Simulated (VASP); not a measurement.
A run of VASP 6.6.1 is set up as follows.

Contents of INCAR:

```
SYSTEM = CdSe
  PREC = Accurate
  ENCUT = 400
  EDIFF = 1E-8
  ISMEAR = -1
  SIGMA = 0.03
  LREAL = .False.
  LASPH = .True.
  NELM = 120
  ALGO = Normal
  ISIF = 2
  LWAVE = .False.
  LCHARG = .False.
  GGA = PE
  LEFG = .True.
  NBANDS = 16
  GGA_COMPAT = .False.
```

Contents of KPOINTS:

```
regular mesh
0
Gamma
  8 8 8
  0 0 0
```

POSCAR

```
CdSe
1.0
    0.0000000000      3.1623793346      3.0702711986
    3.1623793346      0.0000000000      3.0702711986
    3.1623793346      3.1623793346      0.0000000000
Cd Se
1 1
Direct
    0.0000000000      0.0000000000      0.0000000000
    0.2500000000      0.2500000000      0.2500000000
```

Potentials or basis: VASP PAW PBE potentials, release 64 (Cd, Se).

Run with:

```sh
$ cat potpaw_PBE.64/Cd/POTCAR potpaw_PBE.64/Se/POTCAR > POTCAR
$ mpirun -np 1 vasp_std > vasp.out
```

Q: Estimate the band gap on the k mesh.

A: 0.37 eV.

Q: What does it give for the pressure?

A: -1.5 GPa.

Stress tensor (GPa, compression positive):
```
-1.66  0.00  0.00
 0.00 -1.66  0.00
 0.00  0.00 -1.15
```

Caveat: the cell differs from its parent crystal (equal xx and yy strain of +3 %); without QUAD_EFG the Cq values of the log hold for a quadrupole moment of 1 mb, not for the nuclei.
